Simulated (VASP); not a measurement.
# CaCo (P4/mmm) in VASP: single point with PBE

Aim: the single point of CaCo with PBE.

Program: VASP 6.6.1. These are calculated values, not measurements. Logs are shortened: lines on timing, memory, paths and dates and some standing lists are left out, and cuts for length are marked.

## Step 1: The cell of the first run

It takes space group P4/mmm (No. 123, tetragonal). Conventional cell: a = 3.126 Å, b = 3.126 Å, c = 4.097 Å, α = 90.00°, β = 90.00°, γ = 90.00°. Ca (site symmetry 4/mmm) has 8 Co at 3.01 Å and 6 Ca at 3.13 to 4.10 Å within 4.1 Å. Co (site symmetry 4/mmm) has 8 Ca at 3.01 Å and 6 Co at 3.13 to 4.10 Å within 4.1 Å.

## Step 2: Single point, PBE, collinear spin, ferromagnetic start

File INCAR:

```
PREC = Accurate ; ENCUT = 690
EDIFF = 1E-6 ; ISMEAR = 0
SIGMA = 0.1 ; LREAL = F
LASPH = T ; NELM = 200
ALGO = Normal ; ISIF = 2
LWAVE = F ; LCHARG = F
ISPIN = 2 ; MAGMOM = 0 3
LORBIT = 11 ; LMAXMIX = 4
GGA = PE ; NBANDS = 24
GGA_COMPAT = F
```

File KPOINTS:

```
regular mesh
0
Gamma
  6 6 4
```

File POSCAR:

```
CaCo
1.0
    3.1257326085      0.0000000000      0.0000000000
    0.0000000000      3.1257326085      0.0000000000
    0.0000000000      0.0000000000      4.0969423833
Ca Co
1 1
Direct
    0.5000000000      0.5000000000      0.5000000000
    0.0000000000      0.0000000000      0.0000000000
```

Potentials or basis: VASP PAW PBE potentials, release 64 (Ca_sv, Co_sv).

Command:

```sh
$ cat potpaw_PBE.64/Ca_sv/POTCAR potpaw_PBE.64/Co_sv/POTCAR > POTCAR
$ mpirun -np 1 vasp_std > vasp.out
```

OUTCAR:

```text
PREC = Accurate
   ENCUT = 690
   EDIFF = 1E-6
   ISMEAR = 0
   LREAL = F
   LASPH = T
   NELM = 200
   ISIF = 2
   ISPIN = 2
   LORBIT = 11
   GGA = PE

 ion  position               nearest neighbor table
   1  0.500  0.500  0.500-
   2  0.000  0.000  0.000-

  LATTYP: Found a simple tetragonal cell.
 ALAT       =     3.1257326085
 C/A-ratio  =     1.3107142857

  Lattice vectors:

 A1 = (   3.1257326085,   0.0000000000,   0.0000000000)
 A2 = (   0.0000000000,   3.1257326085,   0.0000000000)
 A3 = (   0.0000000000,   0.0000000000,   4.0969423833)

Analysis of symmetry for initial positions (statically):
=====================================================================
 Subroutine PRICEL returns:
 Original cell was already a primitive cell.

 Routine SETGRP: Setting up the symmetry group for a
 simple tetragonal supercell.

 Subroutine GETGRP returns: Found 16 space group operations
 (whereof 16 operations were pure point group operations)
 out of a pool of 16 trial point group operations.

The static configuration has the point symmetry D_4h.

Analysis of symmetry for dynamics (positions and initial velocities):
=====================================================================
 Subroutine PRICEL returns:
 Original cell was already a primitive cell.

 Routine SETGRP: Setting up the symmetry group for a
 simple tetragonal supercell.

 Subroutine GETGRP returns: Found 16 space group operations
 (whereof 16 operations were pure point group operations)
 out of a pool of 16 trial point group operations.

The dynamic configuration has the point symmetry D_4h.

Analysis of structural, dynamic, and magnetic symmetry:
=====================================================================
 Subroutine PRICEL returns:
 Original cell was already a primitive cell.

 Routine SETGRP: Setting up the symmetry group for a
 simple tetragonal supercell.

 Subroutine GETGRP returns: Found 16 space group operations
 (whereof 16 operations were pure point group operations)
 out of a pool of 16 trial point group operations.

The overall configuration has the point symmetry D_4h.

 Subroutine INISYM returns: Found 16 space group operations
 (whereof 16 operations are pure point group operations),
 and found     1 'primitive' translations

----------------------------------------------------------------------------------------

                                     Primitive cell

  volume of cell :      40.0280

  direct lattice vectors                    reciprocal lattice vectors
     3.125732608  0.000000000  0.000000000     0.319924998  0.000000000  0.000000000
     0.000000000  3.125732608  0.000000000     0.000000000  0.319924998  0.000000000
     0.000000000  0.000000000  4.096942383     0.000000000  0.000000000  0.244084467

  length of vectors
     3.125732608  3.125732608  4.096942383     0.319924998  0.319924998  0.244084467

  position of ions in fractional coordinates (direct lattice)
     0.500000000  0.500000000  0.500000000
     0.000000000  0.000000000  0.000000000

  ion indices of the primitive-cell ions
   primitive index   ion index
                 1           1
                 2           2

----------------------------------------------------------------------------------------

 KPOINTS: regular mesh

Automatic generation of k-mesh.
 Grid dimensions read from file:
 generate k-points for:    6    6    4

 Generating k-lattice:

  Cartesian coordinates                     Fractional coordinates (reciprocal lattice)
     0.053320833  0.000000000  0.000000000     0.166666667  0.000000000  0.000000000
     0.000000000  0.053320833  0.000000000     0.000000000  0.166666667  0.000000000
     0.000000000  0.000000000  0.061021117     0.000000000  0.000000000  0.250000000

  Length of vectors
     0.053320833  0.053320833  0.061021117

  Shift w.r.t. Gamma in fractional coordinates (k-lattice)
     0.000000000  0.000000000  0.000000000

 Subroutine IBZKPT returns following result:
 ===========================================

 Found     30 irreducible k-points:

 Following reciprocal coordinates:
            Coordinates               Weight
  0.000000  0.000000  0.000000      1.000000
  0.166667  0.000000  0.000000      4.000000
  0.333333  0.000000  0.000000      4.000000
  0.500000  0.000000  0.000000      2.000000
  0.166667  0.166667  0.000000      4.000000
  0.333333  0.166667  0.000000      8.000000
[... 16 lines left out ...]
  0.333333  0.000000  0.500000      4.000000
  0.500000  0.000000  0.500000      2.000000
 [... further k-points ...]
   k-points           NKPTS =     30   k-points in BZ     NKDIM =     30   number of bands    NBANDS=     24
   number of dos      NEDOS =    301   number of ions     NIONS =      2
   total plane-waves  NPLWV =  28224
   dimension x,y,z NGX =    28 NGY =   28 NGZ =   36
   dimension x,y,z NGXF=    56 NGYF=   56 NGZF=   72
   ions per type =               1   1
   NGX,Y,Z   is equivalent  to a cutoff of  14.89, 14.89, 14.61 a.u.
   NGXF,Y,Z  is equivalent  to a cutoff of  29.78, 29.78, 29.22 a.u.
 SYSTEM =  unknown system
   PREC   = accura    normal or accurate (medium, high low for compatibility)
   ISTART =      0    job   : 0-new  1-cont  2-samecut
   ICHARG =      2    charge: 1-file 2-atom 10-const
   ISPIN  =      2    spin polarized calculation?
   LNONCOLLINEAR =      F non collinear calculations
   LSORBIT =      F    spin-orbit coupling
   LASPH  =      T    aspherical Exc in radial PAW
   ENCUT  =  690.0 eV  50.71 Ry    7.12 a.u.   6.69  6.69  8.77*2*pi/ulx,y,z
   NELM   =    200;   NELMIN=  2; NELMDL= -5     # of ELM steps
   EDIFF  = 0.1E-05   stopping-criterion for ELM
   LREAL  =      F    real-space projection
   EDIFFG = 0.1E-04   stopping-criterion for IOM
   NSW    =      0    number of steps for IOM
   IBRION =     -1    ionic relax: 0-MD 1-quasi-New 2-CG
   NFREE  =      0    steps in history (QN), initial steepest desc. (CG)
   ISIF   =      2    stress and relaxation
   ISYM   =      2    0-nonsym 1-usesym 2-fastsym
   POTIM  = 0.5000    time-step for ionic-motion
   TEBEG  =    0.0;   TEEND  =   0.0 temperature during run
   PSTRESS=    0.0 pullay stress
   NELECT =      27.0000    total number of electrons
   NUPDOWN=      -1.0000    fix difference up-down
   EMIN   =  10.00;   EMAX   =-10.00  energy-range for DOS
   EFERMI =   0.00;   METHOD = LEGACY
   ISMEAR =     0;   SIGMA  =   0.10  broadening in eV -4-tet -1-fermi 0-gaus
   EFERMI_NEDOS =   21; number of points for ismear=-14 and -15
   IALGO  =     38    algorithm
   IMIX   =      4    mixing-type and parameters
     AMIX     =   0.40;   BMIX     =  1.00
     AMIX_MAG =   1.60;   BMIX_MAG =  1.00
  volume/ion in A,a.u.               =      20.01       135.06
  Fermi-wavevector in a.u.,A,eV,Ry     =   1.435737  2.713150 28.046247  2.061341
  Thomas-Fermi vector in A             =   2.555003
   LORBIT       =     11    0 simple, 1 ext, 2 COOP (PROOUT), +10 PAW based schemes
   GGA     = PE    functional components
   LHFCALC =     F    Hartree Fock is set to
   AEXX    =    0.0000 exact exchange contribution
   IVDW    =     0    specifies the selected vdW correction
   LEPSILON=     F    determine dielectric tensor
   LRPA    =     F    only Hartree local field effects (RPA)
 spin polarized calculation
 Gauss-broadening in eV      SIGMA  =   0.10
  energy-cutoff  :      690.00
  volume of cell :       40.03
 maximum number of plane-waves:      1674
 NGX is ok and might be reduce to    28
   NGX = 13   NGY = 13   NGZ = 17

 number of electron      27.0000020 magnetization       0.7124719

 Free energy of the ion-electron system (eV)
  ---------------------------------------------------
  ext. energy  EPLUGINS =         0.00000000
  ---------------------------------------------------
  free energy    TOTEN  =        -7.90422289 eV

  energy without entropy =       -7.89142656  energy(sigma->0) =       -7.89782473

 E-fermi :   5.3077     XC(G=0): -10.4207

 val. band max:        5.3021506202   @ k =   0.0000   0.0000   0.5000
 cond. band min:       5.3217272969   @ k =   0.3333   0.1667   0.2500
 fundamental gap:      0.0195766767
 Fermi energy:         5.3077083856

 spin component 1

 k-point     1 :       0.0000    0.0000    0.0000
  band No.  band energies     occupation
      1     -89.5399      1.00000
      2     -52.9950      1.00000
      3     -52.9950      1.00000
      4     -52.4902      1.00000
      5     -35.0842      1.00000
      6     -16.0375      1.00000
[... 16 lines left out ...]
     23      16.4243      0.00000
     24      20.1229      0.00000
[... 598 lines left out ...]
      2     -53.0068      1.00000
      3     -52.9942      1.00000
      4     -52.4896      1.00000
      5     -35.0058      1.00000
      6     -16.5062      1.00000
[... 16 lines left out ...]
     23      18.9584      0.00000
     24      19.9072      0.00000

 [... further k-points ...]

 spin component 2

 k-point     1 :       0.0000    0.0000    0.0000
  band No.  band energies     occupation
      1     -88.3274      1.00000
      2     -51.6914      1.00000
      3     -51.6914      1.00000
      4     -51.5474      1.00000
      5     -35.1656      1.00000
      6     -16.1178      1.00000
[... 16 lines left out ...]
     23      16.3969      0.00000
     24      20.1259      0.00000
[... 598 lines left out ...]
      2     -51.7042      1.00000
      3     -51.6906      1.00000
      4     -51.5466      1.00000
      5     -35.0860      1.00000
      6     -16.6068      1.00000
[... 16 lines left out ...]
     23      19.1038      0.00000
     24      19.4855      0.00000

 [... further k-points ...]

------------------------ aborting loop because EDIFF is reached ----------------------------------------

  FORCE on cell =-STRESS in cart. coord.  units (eV):
  Direction    XX          YY          ZZ          XY          YZ          ZX
  --------------------------------------------------------------------------------------
  -------------------------------------------------------------------------------------
  Total        0.1140278      0.1140278     -0.9465373      0.0000000     -0.0000000      0.0000000
  in kB        4.5641282      4.5641282    -37.8865271      0.0000000     -0.0000000      0.0000000
  external PRESSURE =      -9.5860903 kB  Pullay stress =       0.0000000 kB

 VOLUME and BASIS-vectors are now :
 -----------------------------------------------------------------------------
  energy-cutoff  :      690.00
  volume of cell :       40.03
      direct lattice vectors                 reciprocal lattice vectors
     3.125732608  0.000000000  0.000000000     0.319924998  0.000000000  0.000000000
     0.000000000  3.125732608  0.000000000     0.000000000  0.319924998  0.000000000
     0.000000000  0.000000000  4.096942383     0.000000000  0.000000000  0.244084467

 POSITION                                       TOTAL-FORCE (eV/Angst)
 -----------------------------------------------------------------------------------
      1.56287      1.56287      2.04847         0.000000      0.000000      0.000000
      0.00000      0.00000      0.00000         0.000000      0.000000      0.000000
 -----------------------------------------------------------------------------------
    total drift:                               -0.000000      0.000000      0.000000

  FREE ENERGIE OF THE ION-ELECTRON SYSTEM (eV)
  ---------------------------------------------------
  free  energy   TOTEN  =        -7.9042228873 eV

  energy  without entropy=       -7.8914265646  energy(sigma->0) =       -7.89782473

 total charge

# of ion       s       p       d       tot
------------------------------------------
    1        2.083   5.847   0.323   8.252
    2        2.230   6.015   6.812  15.058
--------------------------------------------------
tot          4.313  11.862   7.135  23.310

 magnetization (x)

# of ion       s       p       d       tot
------------------------------------------
    1       -0.008  -0.013  -0.075  -0.095
    2        0.002  -0.007   1.020   1.015
--------------------------------------------------
tot         -0.006  -0.019   0.945   0.920
```

Wall time 74 s (1 thread of AMD EPYC 7R13 (Zen 3), shared host); peak memory 0.2 GiB.

What came out:

```yaml
Free_energy: -7.9042 eV
Pressure: -1.0 GPa
Net_moment: 0.71 μB per cell
Site_moments: Ca -0.10; Co +1.01 μB
Valence_electrons_inside_the_program's_atomic_spheres: Ca 8.25; Co 15.06
```

Caveat: the k points lie up to 0.38 Å⁻¹ apart.
